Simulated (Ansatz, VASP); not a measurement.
## Cu4Mo in VASP and in Ansatz

```
Cu Mo
1.0
    -2.81420    2.81420    2.81420
     2.81420   -2.81420    2.81420
     2.81420    2.81420   -2.81420
Cu Mo
4 1
Cartesian
  1.4071 1.4071 -1.4071
  1.4071 -1.4071 1.4071
  -1.4071 1.4071 1.4071
  1.4071 1.4071 1.4071
  0.0000 0.0000 0.0000
```

Change from the starting cell: species swapped into the CrGa4 type (Im-3m, No. 229).

Alike in both runs: functional PBE; k mesh 6 × 6 × 6; occupations gaussian, width 0.1 eV; no spin polarisation.

Ansatz relaxed the structure, and its values are those at the end. VASP's run is a single point on that final structure, the one shown.

```csv
,VASP,Ansatz
version,VASP 6.6.1,Ansatz 0.2.0
potentials or method,"VASP PAW PBE potentials, release 64 (Cu, Mo_sv), cutoff 520 eV","scalar-relativistic, plane waves, PAW"
valence electrons in the cell,58,90
```

|  | VASP | Ansatz | Ansatz less VASP |
| --- | --- | --- | --- |
| gap on the k mesh at the Fermi level (eV) | none | none | - |
| pressure (GPa) | 0.3 | 0.1 | -0.28 |

A gap of «none» marks a metal or a gap that the smearing closes. VASP's potentials hold 58 valence electrons a cell and Ansatz's 90, so a difference there can come from the potentials and not from the codes.
